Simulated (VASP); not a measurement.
Set up this calculation in VASP 6.6.1, as the native input.

```
Task                   : relaxation of cell and atoms
Functional             : PBE
Potentials or basis    : VASP PAW PBE potentials, release 64 (Mg, Be, S)
Cutoff                 : 600 eV
k mesh                 : 10 × 10 × 4
Occupations            : gaussian, width 0.01 eV
Spin                   : no spin polarisation
Dipole correction      : no
Further INCAR settings : ALGO = Normal; EDIFF = 1e-07; IBRION = 2; EDIFFG = -0.01; NSW = 100; ISIF = 3
```

The structure of Mg2BeS3 lies in POSCAR:

```
Mg2BeS3
1.0
    3.4174694562      0.0000000000      0.0000000000
    0.0000000000      3.4174694562      0.0000000000
    0.0000000000      0.0000000000     11.4755673961
Mg Be S
2 1 3
Direct
    0.5000000000      0.0000000000      0.4024798904
    0.0000000000      0.5000000000      0.5975201096
    0.0000000000      0.0000000000      0.0000000000
    0.5000000000      0.0000000000      0.6304426247
    0.0000000000      0.5000000000      0.3695573753
    0.5000000000      0.5000000000      0.0000000000
```

The cell was built from a structure type or drawn by symmetry, and may not be a known phase.

The input as run:

INCAR

```
SYSTEM = Mg2BeS3
PREC     = Accurate       ! precision mode
ENCUT    = 600            ! plane-wave cutoff, eV
EDIFF    = 1E-7           ! SCF threshold, eV
ISMEAR   = 0              ! smearing method
SIGMA    = 0.01           ! smearing width, eV
LREAL    = .FALSE.        ! projectors in reciprocal space
LASPH    = .TRUE.         ! aspherical terms in the spheres
NELM     = 120            ! most SCF steps
ALGO     = Normal         ! electronic algorithm
ISIF     = 3              ! what is computed and relaxed
LWAVE    = .FALSE.        ! write WAVECAR
LCHARG   = .FALSE.        ! write CHGCAR
GGA      = PE             ! functional
IBRION   = 2              ! ionic algorithm
NSW      = 100            ! ionic steps
EDIFFG   = -0.01          ! ionic threshold
GGA_COMPAT= .FALSE.      
NELMIN   = 4
```

KPOINTS

```
regular mesh
0
G
  10 10 4
  0 0 0
```

Potentials or basis: VASP PAW PBE potentials, release 64 (Mg, Be, S).

The run is started by

```bash
$ cat potpaw_PBE.64/Mg/POTCAR potpaw_PBE.64/Be/POTCAR potpaw_PBE.64/S/POTCAR > POTCAR
$ mpirun -np 1 vasp_std > vasp.out
```

It gave:

The relaxed volume is 23.00 Å³/atom. The relaxed cell is a = 3.414 Å, b = 3.414 Å, c = 11.843 Å, α = 90.00°, β = 90.00°, γ = 90.00°. The space group after relaxing (to 0.1 Å) is P-4m2 (No. 115). The energy gained by relaxing is 0.2 meV/atom. The ionic steps are 21, the pressure after relaxing is 0.0 GPa and the largest force after relaxing is 0.008 eV/Å. The band gap on the k mesh is 0.27 eV (least direct gap 0.50 eV).

Run time: 35 min on 1 thread of Intel(R) Xeon(R) Platinum 8259CL CPU @ 2.50GHz (Skylake/Cascade Lake) (shared host), peak memory 0.39 GiB.
